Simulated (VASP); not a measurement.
TiB2, 3 atoms in the cell. Symmetry: P6/mmm, No. 191, hexagonal system. The conventional cell has a = 3.072 Å, b = 3.072 Å, c = 3.257 Å, α = 90.00°, β = 90.00°, γ = 120.00°. Within 3.3 Å of Ti (site symmetry 6/mmm) lie 12 B at 2.41 Å and 8 Ti at 3.07 to 3.26 Å. Within 2.5 Å of B (site symmetry -6m2) lie 3 B at 1.77 Å and 6 Ti at 2.41 Å. 

```yaml
Program: VASP 6.6.1
Task: relaxation of shape and atoms at fixed volume
Functional: PBEsol
Potentials_or_basis: VASP PAW PBE potentials, release 64 (Ti_sv, B)
Cutoff: 600 eV
k_mesh: 18 × 18 × 14
Occupations: gaussian, width 0.1 eV
Spin: no spin polarisation
Dipole_correction: no
Further_INCAR_settings: ALGO = Normal; EDIFF = 1e-06; IBRION = 2; EDIFFG = -0.01; NSW = 50; ISIF = 4
```

Potentials or basis: VASP PAW PBE potentials, release 64 (Ti_sv, B).

The run is started by

```bash
$ cat potpaw_PBE.64/Ti_sv/POTCAR potpaw_PBE.64/B/POTCAR > POTCAR
$ mpirun -np 1 vasp_std > vasp.out
```

Hardware: 1 thread of Intel Xeon 8259CL, with other jobs on the host.

**Question.** Estimate the wall time of this run.

**Answer.** It took 4.5 min on 1 thread of Intel Xeon 8259CL (shared host), peak memory 0.27 GiB. Counts: scf iterations 19, k points 296, ion steps 2.
